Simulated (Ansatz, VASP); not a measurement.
## One calculation of O, two programs

Contents of POSCAR:

```
O
1.0
    1.3788399106      0.7960735935      3.6318921036
   -1.3788399106      0.7960735935      3.6318921036
    0.0000000000     -1.5921471871      3.6318921036
O
2
Direct
    0.0577000000      0.0577000000      0.0577000000
    0.9423000000      0.9423000000      0.9423000000
```

INCAR.step1

```
SYSTEM = O
ALGO = Normal ; EDIFF = 1E-4
ENCUT = 520 ; GGA = PE
ISMEAR = 0 ; ISPIN = 2
LASPH = .True. ; LCHARG = .False.
LREAL = .False. ; LWAVE = .True.
MAGMOM = 0.61 0.61 ; NBANDS = 17
NELM = 150 ; PREC = Accurate
SIGMA = 0.05
```

File INCAR.step2:

```
SYSTEM = O
ALGO = Normal ; EDIFF = 1E-7
ENCUT = 520 ; ISIF = 2
ISMEAR = 0 ; ISPIN = 2
ISTART = 1 ; LASPH = .True.
LCHARG = .False. ; LMIXTAU = .True.
LORBIT = 11 ; LREAL = .False.
LWAVE = .False. ; MAGMOM = 0.61 0.61
METAGGA = R2SCAN ; NBANDS = 17
NELM = 150 ; PREC = Accurate
SIGMA = 0.05
```

KPOINTS

```
k-points
0
Gamma
  12 12 12
  0 0 0
```

Input for Ansatz:

```yaml
crystal:
  lattice:
    - [1.3788399106, 0.7960735935, 3.6318921036]
    - [-1.3788399106, 0.7960735935, 3.6318921036]
    - [0.0, -1.5921471871, 3.6318921036]
  atoms:
    - { symbol: O, position: [0.0577, 0.0577, 0.0577], spin: 0.61 }
    - { symbol: O, position: [0.9423, 0.9423, 0.9423], spin: 0.61 }
basis:
  ecutwfc: 500
kpoints:
  mp_grid: { grid: [12, 12, 12] }
hamiltonian:
  xc: r2scan
scf:
  occupations: { method: gaussian, width: 0.05 }
output:
  forces: true
  stress: true
  eigenvalues: true
  populations: true
magnetization:
  spin_polarized: true
```

Alike in both runs: task single point; functional r2SCAN; k mesh 12 × 12 × 12; occupations gaussian, width 0.05 eV; collinear spin.

|  | VASP | Ansatz |
| --- | --- | --- |
| version | VASP 6.6.1 | Ansatz 0.2.0 |
| potentials or method | VASP PAW PBE potentials, release 64 (O), cutoff 520 eV | scalar-relativistic, plane waves, PAW |
| valence electrons in the cell | 12 | 12 |

|  | VASP | Ansatz | Ansatz less VASP |
| --- | --- | --- | --- |
| pressure (GPa) | -12.2 | -1.5 | +10.68 |
| traceless stress, the component that is largest in VASP (GPa) | -5.57 | -25.21 | -19.642 |
| rms of the force components (eV/Å) | 1.381 | 2.022 | +0.6406 |
| net moment per atom (μB) | 0.00 | 1.00 | +1.000 |
| size of the moment on the site where the two differ most (μB) | 0.00 | 0.61 | +0.610 |

The net moments are unlike, so the other rows may belong to different states. VASP's potentials were made for PBE, not for r2SCAN. Site moments also hang on the region over which each program counts them. Atom by atom the forces differ by 0.641 eV/Å (rms over components). Ansatz's warnings: stability check not made.

Noted on VASP's run: the standard files for N, O and F lose accuracy on very short bonds.
